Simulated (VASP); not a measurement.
A run of VASP 6.6.1:

Contents of INCAR:

```
PREC     = Accurate       # precision mode
ENCUT    = 520            # plane-wave cutoff, eV
EDIFF    = 1E-6           # SCF threshold, eV
ISMEAR   = -1             # smearing method
SIGMA    = 0.08           # smearing width, eV
LREAL    = F              # projectors in reciprocal space
LASPH    = T              # aspherical terms in the spheres
NELM     = 60             # most SCF steps
ALGO     = Normal         # electronic algorithm
ISIF     = 2              # what is computed and relaxed
LWAVE    = F              # write WAVECAR
LCHARG   = F              # write CHGCAR
NBANDS   = 27             # bands
```

File KPOINTS:

```
Automatic mesh
0
Gamma
  9 9 9
```

Contents of POSCAR:

```
TaCo3
1.0
    3.5950810190      0.0000000000      0.0000000000
    0.0000000000      3.5950810190      0.0000000000
    0.0000000000      0.0000000000      3.5950810190
Ta Co
1 3
Direct
    0.0000000000      0.0000000000      0.0000000000
    0.0000000000      0.5000000000      0.5000000000
    0.5000000000      0.0000000000      0.5000000000
    0.5000000000      0.5000000000      0.0000000000
```

Potentials or basis: VASP PAW LDA potentials, release 64 (Ta_pv, Co).

Command:

```sh
$ cat potpaw_LDA.64/Ta_pv/POTCAR potpaw_LDA.64/Co/POTCAR > POTCAR
$ mpirun -np 1 vasp_std > vasp.out
```

Hardware: 1 thread of AMD EPYC 7R13 (shared host).

Question: Estimate the wall time of this run.

Answer: Wall time 99 s on 1 thread of AMD EPYC 7R13, with other jobs on the host, peak memory 0.14 GiB. Counts: scf iterations 13, k points 35.
